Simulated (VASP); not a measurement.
# SiB5C (F-43m) in VASP: a series of runs

The runs below take SiB5C through single point, relaxation of cell and atoms, with PBE.

Program: VASP 6.6.1. These are calculated values, not measurements. Logs are shortened: lines on timing, memory, paths and dates and some standing lists are left out, and cuts for length are marked.

**1. The cell of the first run**

The structure is cubic, space group F-43m (No. 216). The conventional cell has a = 7.833 Å, b = 7.833 Å, c = 7.833 Å, α = 90.00°, β = 90.00°, γ = 90.00°. Within 2.5 Å of Si (site symmetry -43m) lie 4 B at 1.91 Å. Within 2.0 Å of B (site symmetry 3m) lie 1 C at 1.48 Å and 1 Si at 1.91 Å. Within 4.3 Å of B (site symmetry -43m) lie 12 B at 3.29 Å and 4 Si at 3.39 Å and 6 C at 3.92 Å. C (site symmetry -43m) has 4 B at 1.48 Å within 2.0 Å.

The cell was built from a structure type or drawn by symmetry, and may not be a known phase.

**2. Single point, PBE**

File INCAR:

```
PREC = Accurate
ENCUT = 600
EDIFF = 1E-6
ISMEAR = 0
SIGMA = 0.2
LREAL = False
LASPH = True
NELM = 120
ALGO = Normal
ISIF = 2
LWAVE = False
LCHARG = False
GGA = PE
NBANDS = 20
GGA_COMPAT = False
```

File KPOINTS:

```
Automatic mesh
0
Gamma
  4 4 4
```

File POSCAR:

```
SiB5C
1.0
    0.0000000000      3.9164896787      3.9164896787
    3.9164896787      0.0000000000      3.9164896787
    3.9164896787      3.9164896787      0.0000000000
Si B C
1 5 1
Direct
    0.0000000000      0.0000000000      0.0000000000
    0.1406590021      0.1406590021      0.1406590021
    0.1406590021      0.1406590021      0.5780229937
    0.1406590021      0.5780229937      0.1406590021
    0.5780229937      0.1406590021      0.1406590021
    0.7500000000      0.7500000000      0.7500000000
    0.2500000000      0.2500000000      0.2500000000
```

Potentials or basis: VASP PAW PBE potentials, release 64 (Si, B, C).

Run with:

```
$ cat potpaw_PBE.64/Si/POTCAR potpaw_PBE.64/B/POTCAR potpaw_PBE.64/C/POTCAR > POTCAR
$ mpirun -np 1 vasp_std > vasp.out
```

OUTCAR:

```text
PREC = Accurate
   ENCUT = 600
   EDIFF = 1E-6
   ISMEAR = 0
   LREAL = False
   LASPH = True
   NELM = 120
   ISIF = 2
   GGA = PE

 ion  position               nearest neighbor table
   1  0.000  0.000  0.000-   3 1.91   4 1.91   5 1.91   2 1.91
   2  0.141  0.141  0.141-   7 1.48   1 1.91
   3  0.141  0.141  0.578-   7 1.48   1 1.91
   4  0.141  0.578  0.141-   7 1.48   1 1.91
   5  0.578  0.141  0.141-   7 1.48   1 1.91
   6  0.750  0.750  0.750-
   7  0.250  0.250  0.250-   2 1.48   3 1.48   4 1.48   5 1.48

  LATTYP: Found a face centered cubic cell.
 ALAT       =     7.8329793574

  Lattice vectors:

 A1 = (   0.0000000000,   3.9164896787,   3.9164896787)
 A2 = (   3.9164896787,   0.0000000000,   3.9164896787)
 A3 = (   3.9164896787,   3.9164896787,   0.0000000000)

Analysis of symmetry for initial positions (statically):
=====================================================================
 Subroutine PRICEL returns:
 Original cell was already a primitive cell.

 Routine SETGRP: Setting up the symmetry group for a
 face centered cubic supercell.

 Subroutine GETGRP returns: Found 24 space group operations
 (whereof 24 operations were pure point group operations)
 out of a pool of 48 trial point group operations.

The static configuration has the point symmetry T_d .

Analysis of symmetry for dynamics (positions and initial velocities):
=====================================================================
 Subroutine PRICEL returns:
 Original cell was already a primitive cell.

 Routine SETGRP: Setting up the symmetry group for a
 face centered cubic supercell.

 Subroutine GETGRP returns: Found 24 space group operations
 (whereof 24 operations were pure point group operations)
 out of a pool of 48 trial point group operations.

The dynamic configuration has the point symmetry T_d .

 Subroutine INISYM returns: Found 24 space group operations
 (whereof 24 operations are pure point group operations),
 and found     1 'primitive' translations

----------------------------------------------------------------------------------------

                                     Primitive cell

  volume of cell :     120.1492

  direct lattice vectors                    reciprocal lattice vectors
     0.000000000  3.916489679  3.916489679    -0.127665343  0.127665343  0.127665343
     3.916489679  0.000000000  3.916489679     0.127665343 -0.127665343  0.127665343
     3.916489679  3.916489679  0.000000000     0.127665343  0.127665343 -0.127665343

  length of vectors
     5.538752821  5.538752821  5.538752821     0.221122861  0.221122861  0.221122861

  position of ions in fractional coordinates (direct lattice)
     0.000000000  0.000000000  0.000000000
     0.140659002  0.140659002  0.140659002
     0.140659002  0.140659002  0.578022994
     0.140659002  0.578022994  0.140659002
     0.578022994  0.140659002  0.140659002
     0.750000000  0.750000000  0.750000000
     0.250000000  0.250000000  0.250000000

  ion indices of the primitive-cell ions
   primitive index   ion index
                 1           1
                 2           2
                 3           3
                 4           4
                 5           5
                 6           6
                 7           7

----------------------------------------------------------------------------------------

 KPOINTS: Automatic mesh

Automatic generation of k-mesh.
 Grid dimensions read from file:
 generate k-points for:    4    4    4

 Generating k-lattice:

  Cartesian coordinates                     Fractional coordinates (reciprocal lattice)
    -0.031916336  0.031916336  0.031916336     0.250000000  0.000000000  0.000000000
     0.031916336 -0.031916336  0.031916336     0.000000000  0.250000000  0.000000000
     0.031916336  0.031916336 -0.031916336     0.000000000  0.000000000  0.250000000

  Length of vectors
     0.055280715  0.055280715  0.055280715

  Shift w.r.t. Gamma in fractional coordinates (k-lattice)
     0.000000000  0.000000000  0.000000000

 Subroutine IBZKPT returns following result:
 ===========================================

 Found      8 irreducible k-points:

 Following reciprocal coordinates:
            Coordinates               Weight
  0.000000  0.000000  0.000000      1.000000
  0.250000  0.000000  0.000000      8.000000
  0.500000  0.000000  0.000000      4.000000
  0.250000  0.250000  0.000000      6.000000
  0.500000  0.250000  0.000000     24.000000
 -0.250000  0.250000  0.000000     12.000000
  0.500000  0.500000  0.000000      3.000000
 -0.250000  0.500000  0.250000      6.000000
   k-points           NKPTS =      8   k-points in BZ     NKDIM =      8   number of bands    NBANDS=     20
   number of dos      NEDOS =    301   number of ions     NIONS =      7
   total plane-waves  NPLWV = 110592
   dimension x,y,z NGX =    48 NGY =   48 NGZ =   48
   dimension x,y,z NGXF=    96 NGYF=   96 NGZF=   96
   ions per type =               1   5   1
[... 54 lines left out ...]
  ---------------------------------------------------
  ext. energy  EPLUGINS =         0.00000000
  ---------------------------------------------------
  free energy    TOTEN  =       -35.34108460 eV

  energy without entropy =      -35.22636885  energy(sigma->0) =      -35.28372672

 E-fermi :   1.7168     XC(G=0):  -8.1457

 val. band max:        1.7054181622   @ k =   0.5000   0.5000   0.0000
 cond. band min:       1.7669574467   @ k =   0.2500   0.0000   0.0000
 fundamental gap:      0.0615392845
 Fermi energy:         1.7168234921

 k-point     1 :       0.0000    0.0000    0.0000
  band No.  band energies     occupation
      1     -14.0230      2.00000
      2      -8.6453      2.00000
      3      -6.5436      2.00000
      4      -6.5436      2.00000
      5      -6.5436      2.00000
      6      -3.4196      2.00000
[... 12 lines left out ...]
     19       6.0264      0.00000
     20       6.0264      0.00000

 k-point     2 :       0.2500    0.0000    0.0000
  band No.  band energies     occupation
      1     -13.9968      2.00000
      2      -8.7796      2.00000
      3      -6.5954      2.00000
      4      -6.5954      2.00000
      5      -6.4306      2.00000
      6      -3.7445      2.00000
[... 12 lines left out ...]
     19       5.0004      0.00000
     20       5.9613      0.00000

 k-point     3 :       0.5000    0.0000    0.0000
  band No.  band energies     occupation
      1     -13.9700      2.00000
      2      -8.8978      2.00000
      3      -6.6438      2.00000
      4      -6.6438      2.00000
      5      -6.3786      2.00000
      6      -3.7082      2.00000
[... 12 lines left out ...]
     19       4.4842      0.00000
     20       6.0691      0.00000

 k-point     4 :       0.2500    0.2500    0.0000
  band No.  band energies     occupation
      1     -13.9882      2.00000
      2      -8.8099      2.00000
      3      -6.6861      2.00000
      4      -6.6861      2.00000
      5      -6.2148      2.00000
      6      -4.1109      2.00000
[... 12 lines left out ...]
     19       5.3034      0.00000
     20       5.3034      0.00000

 k-point     5 :       0.5000    0.2500    0.0000
  band No.  band energies     occupation
      1     -13.9617      2.00000
      2      -8.9078      2.00000
      3      -6.8577      2.00000
      4      -6.7318      2.00000
      5      -6.0159      2.00000
      6      -4.0757      2.00000
[... 12 lines left out ...]
     19       4.4570      0.00000
     20       5.2745      0.00000

 k-point     6 :      -0.2500    0.2500    0.0000
  band No.  band energies     occupation
      1     -13.9704      2.00000
      2      -8.8796      2.00000
      3      -6.8569      2.00000
      4      -6.6457      2.00000
      5      -6.1194      2.00000
      6      -3.7966      2.00000
[... 12 lines left out ...]
     19       4.6698      0.00000
     20       5.4533      0.00000

 k-point     7 :       0.5000    0.5000    0.0000
  band No.  band energies     occupation
      1     -13.9532      2.00000
      2      -8.9338      2.00000
      3      -6.8128      2.00000
      4      -6.8128      2.00000
      5      -5.9163      2.00000
      6      -4.5399      2.00000
[... 12 lines left out ...]
     19       4.8483      0.00000
     20       4.8483      0.00000

 k-point     8 :      -0.2500    0.5000    0.2500
  band No.  band energies     occupation
      1     -13.9529      2.00000
      2      -8.9275      2.00000
      3      -6.8658      2.00000
      4      -6.8658      2.00000
      5      -5.8565      2.00000
      6      -3.8590      2.00000
[... 12 lines left out ...]
     19       4.5350      0.00000
     20       4.7331      0.00000

------------------------ aborting loop because EDIFF is reached ----------------------------------------

  FORCE on cell =-STRESS in cart. coord.  units (eV):
  Direction    XX          YY          ZZ          XY          YZ          ZX
  --------------------------------------------------------------------------------------
  -------------------------------------------------------------------------------------
  Total        0.0415858      0.0415858      0.0415858     -0.0000000     -0.0000000     -0.0000000
  in kB        0.5545424      0.5545424      0.5545424     -0.0000000     -0.0000000     -0.0000000
  external PRESSURE =       0.5545424 kB  Pullay stress =       0.0000000 kB

 VOLUME and BASIS-vectors are now :
 -----------------------------------------------------------------------------
  energy-cutoff  :      600.00
  volume of cell :      120.15
      direct lattice vectors                 reciprocal lattice vectors
     0.000000000  3.916489679  3.916489679    -0.127665343  0.127665343  0.127665343
     3.916489679  0.000000000  3.916489679     0.127665343 -0.127665343  0.127665343
     3.916489679  3.916489679  0.000000000     0.127665343  0.127665343 -0.127665343

 POSITION                                       TOTAL-FORCE (eV/Angst)
 -----------------------------------------------------------------------------------
      0.00000      0.00000      0.00000        -0.000000     -0.000000     -0.000000
      1.10178      1.10178      1.10178        -0.017108     -0.017108     -0.017108
      2.81471      2.81471      1.10178         0.017108      0.017108     -0.017108
      2.81471      1.10178      2.81471         0.017108     -0.017108      0.017108
      1.10178      2.81471      2.81471        -0.017108      0.017108      0.017108
      5.87473      5.87473      5.87473        -0.000000     -0.000000     -0.000000
      1.95824      1.95824      1.95824        -0.000000     -0.000000     -0.000000
 -----------------------------------------------------------------------------------
    total drift:                               -0.000000     -0.000000     -0.000000

  FREE ENERGIE OF THE ION-ELECTRON SYSTEM (eV)
  ---------------------------------------------------
  free  energy   TOTEN  =       -35.3410845962 eV

  energy  without entropy=      -35.2263688478  energy(sigma->0) =      -35.28372672
```

Run time: 73 s. Hardware: 1 thread of Intel Xeon 8259CL, shared host; peak memory 0.31 GiB.

Results:

- Free energy: -35.3411 eV
- Pressure: 0.1 GPa
- Largest force: 0.030 eV/Å
- Band gap on the k mesh: zero (an odd number of electrons rules out a gap without spin polarisation)

Forces on the atoms (eV/Å):
```
Si   0.000  0.000  0.000
B   -0.017 -0.017 -0.017
B    0.017  0.017 -0.017
B    0.017 -0.017  0.017
B   -0.017  0.017  0.017
B    0.000  0.000  0.000
C    0.000  0.000  0.000
```

**3. Relaxation of cell and atoms, PBE**

This run uses another cell than the first one, of 10.51 Å³/atom.

File INCAR:

```
PREC = Accurate ; ENCUT = 600
EDIFF = 1E-7 ; ISMEAR = 0
SIGMA = 0.2 ; LREAL = False
LASPH = True ; NELM = 120
ALGO = Normal ; ISIF = 3
LWAVE = False ; LCHARG = False
GGA = PE ; IBRION = 2
NSW = 36 ; EDIFFG = -0.08
GGA_COMPAT = False ; NELMIN = 4
```

KPOINTS is that of step 2.

File POSCAR:

```
SiB5C
1.0
    0.0000000000      3.3255095000      3.3255095000
    3.3255095000      0.0000000000      3.3255095000
    3.3255095000      3.3255095000      0.0000000000
Si B C
1 5 1
Direct
    0.2500000000      0.2500000000      0.2500000000
    0.8868233700      0.8868233700      0.8868233700
    0.8868233700      0.8868233700      0.3395299000
    0.8868233700      0.3395299000      0.8868233700
    0.3395299000      0.8868233700      0.8868233700
    0.7500000000      0.7500000000      0.7500000000
    0.5000000000      0.5000000000      0.5000000000
```

Potentials or basis: VASP PAW PBE potentials, release 64 (Si, B, C).

Run with:

```
$ cat potpaw_PBE.64/Si/POTCAR potpaw_PBE.64/B/POTCAR potpaw_PBE.64/C/POTCAR > POTCAR
$ mpirun -np 1 vasp_std > vasp.out
```

Wall time 2.8 min (1 thread of Intel Xeon 8259CL, shared host); peak memory 0.24 GiB.

It converged, with:

* Free energy: -37.7362 eV
* Relaxed volume: 8.88 Å³/atom
* Relaxed cell: a = 4.447 Å, b = 4.447 Å, c = 4.447 Å, α = 60.00°, β = 60.00°, γ = 60.00°
* Space group after relaxing (to 0.1 Å): F-43m (No. 216)
* Energy gained by relaxing: 353.8 meV/atom
* Ionic steps: 8
* Pressure after relaxing: 0.1 GPa

Step by step:
```
step  energy change (eV)  largest force (eV/Å)  pressure (GPa)  volume (Å³)
   1              0.0000                4.8432          -13.40        73.55
   2             -2.0416                3.1693            0.14        64.59
   3             -2.3494                0.2107           -8.15        66.69
   4             -2.3521                0.3933           -7.69        66.54
   5             -2.4728                0.2968            0.43        62.14
   6             -2.4728                0.2966            0.43        62.13
   7             -2.4700                0.3939           -0.26        62.23
   8             -2.4764                0.0011            0.11        62.18
```

Final structure:
```
CELL_PARAMETERS angstrom
0.00000 3.14434 3.14434
3.14434 0.00000 3.14434
3.14434 3.14434 0.00000
ATOMIC_POSITIONS crystal
Si 0.25000 0.25000 0.25000
B 0.90093 0.90093 0.90093
B 0.90093 0.90093 0.29721
B 0.90093 0.29721 0.90093
B 0.29721 0.90093 0.90093
B 0.75000 0.75000 0.75000
C 0.50000 0.50000 0.50000
```

Levels at points of the mesh, in eV from the Fermi level:
| k point | band 10 | band 11 | band 12 | band 13 | band 14 | band 15 |
| --- | --- | --- | --- | --- | --- | --- |
| (0.00, 0.00, 0.00) | -3.62 | -1.34 | -1.34 | -1.34 | -0.83 | -0.83 |
| (0.50, 0.00, 0.00) | -1.21 | -0.84 | -0.84 | 1.86 | 2.71 | 2.71 |
| (0.50, 0.50, 0.00) | 0.35 | 0.60 | 0.60 | 1.35 | 1.36 | 1.41 |

Caveat: the k points lie up to 0.43 Å⁻¹ apart in the final cell; the volume moved by over 15 % at a fixed basis, so the end points are rough; the highest band is partly filled, so the run has too few bands.

**4. Relaxation of cell and atoms, PBE**

This run uses another cell than the first one, of 10.56 Å³/atom.

File INCAR:

```
SYSTEM = SiB5C
PREC = Accurate
ENCUT = 600
EDIFF = 1E-7
ISMEAR = 0
SIGMA = 0.2
LREAL = .False.
LASPH = .True.
NELM = 120
ALGO = Normal
ISIF = 3
LWAVE = .False.
LCHARG = .False.
GGA = PE
IBRION = 2
NSW = 36
EDIFFG = -0.08
GGA_COMPAT = .False.
NELMIN = 4
```

File KPOINTS:

```
Automatic mesh
0
Gamma
  4 4 4
  0 0 0
```

File POSCAR:

```
SiB5C
1.0
    0.0000000000      3.3308412800      3.3308412800
    3.3308412800      0.0000000000      3.3308412800
    3.3308412800      3.3308412800      0.0000000000
Si B C
1 5 1
Direct
    0.0000000000      0.0000000000      0.0000000000
    0.1319765200      0.1319765200      0.1319765200
    0.1319765200      0.1319765200      0.6040704300
    0.1319765200      0.6040704300      0.1319765200
    0.6040704300      0.1319765200      0.1319765200
    0.7500000000      0.7500000000      0.7500000000
    0.2500000000      0.2500000000      0.2500000000
```

Run with:

```
$ cat potpaw_PBE.64/Si/POTCAR potpaw_PBE.64/B/POTCAR potpaw_PBE.64/C/POTCAR > POTCAR
$ mpirun -np 1 vasp_std > vasp.out
```

Wall time 5.5 min (1 thread of Intel Xeon 8259CL, shared host); peak memory 0.24 GiB.

It converged, with:

```yaml
Free_energy: -35.3240 eV
Relaxed_volume: 17.18 Å³/atom
Relaxed_cell: a = 5.540 Å, b = 5.540 Å, c = 5.540 Å, α = 60.00°, β = 60.00°, γ = 60.00°
Space_group_after_relaxing_to_0.1_Å: F-43m (No. 216)
Pressure_after_relaxing: 0.0 GPa
Largest_force_after_relaxing: 0.003 eV/Å
Band_gap_on_the_k_mesh: zero (an odd number of electrons rules out a gap without spin polarisation)
```

Forces on the atoms (eV/Å):
```
Si   0.000  0.000  0.000
B   -0.002 -0.002 -0.002
B    0.002  0.002 -0.002
B    0.002 -0.002  0.002
B   -0.002  0.002  0.002
B    0.000  0.000  0.000
C    0.000  0.000  0.000
```

Final structure:
```yaml
crystal:
  lattice:
    - [0.00000, 3.91742, 3.91742]
    - [3.91742, 0.00000, 3.91742]
    - [3.91742, 3.91742, 0.00000]
  atoms:
    - { symbol: Si, position: [0.00000, 0.00000, 0.00000] }
    - { symbol: B, position: [0.14062, 0.14062, 0.14062] }
    - { symbol: B, position: [0.14062, 0.14062, 0.57815] }
    - { symbol: B, position: [0.14062, 0.57815, 0.14062] }
    - { symbol: B, position: [0.57815, 0.14062, 0.14062] }
    - { symbol: B, position: [0.75000, 0.75000, 0.75000] }
    - { symbol: C, position: [0.25000, 0.25000, 0.25000] }
```

Levels at points of the mesh, in eV from the Fermi level:
```
           k point  band 9  band 10  band 11  band 12  band 13  band 14
(0.00, 0.00, 0.00)   -4.50    -0.96    -0.96    -0.08    -0.08    -0.08
(0.50, 0.00, 0.00)   -4.27    -1.24    -1.24     0.44     0.90     0.90
(0.50, 0.50, 0.00)   -4.24    -0.63    -0.05    -0.05    -0.01     0.36
```

Caveat: the k points lie up to 0.35 Å⁻¹ apart in the final cell, too coarse for converged energies and pressures of a metal; the volume moved by over 15 % at a fixed basis, so the end points are rough.

**5. The runs side by side**

| task | cell | gap on the mesh (eV) | pressure (GPa) | relaxed volume (Å³/atom) |
| --- | --- | --- | --- | --- |
| single point | a = 5.539 Å, angles 60.0°, 7 atoms, atomic positions A | none | 0.1 | - |
| relaxation of cell and atoms | relaxed from a = 4.703 Å, angles 60.0°, 7 atoms, atomic positions B | - | 0.1 | 8.88 |
| relaxation of cell and atoms | relaxed from a = 4.711 Å, angles 60.0°, 7 atoms, atomic positions C | none | 0.0 | 17.18 |

Alike in all rows: level PBE; potentials or basis VASP PAW PBE potentials, release 64 (Si, B, C); no spin polarisation; k mesh 4 × 4 × 4; cutoff (eV) 600; smearing gaussian 0.2 eV.

Caveats: some runs use coarse meshes; the volume moved by over 15 % at a fixed basis, so the end points are rough (at least some runs); the highest band is partly filled, so the run has too few bands (at least some runs).

Absolute energies hang on the potentials; compare differences alone.
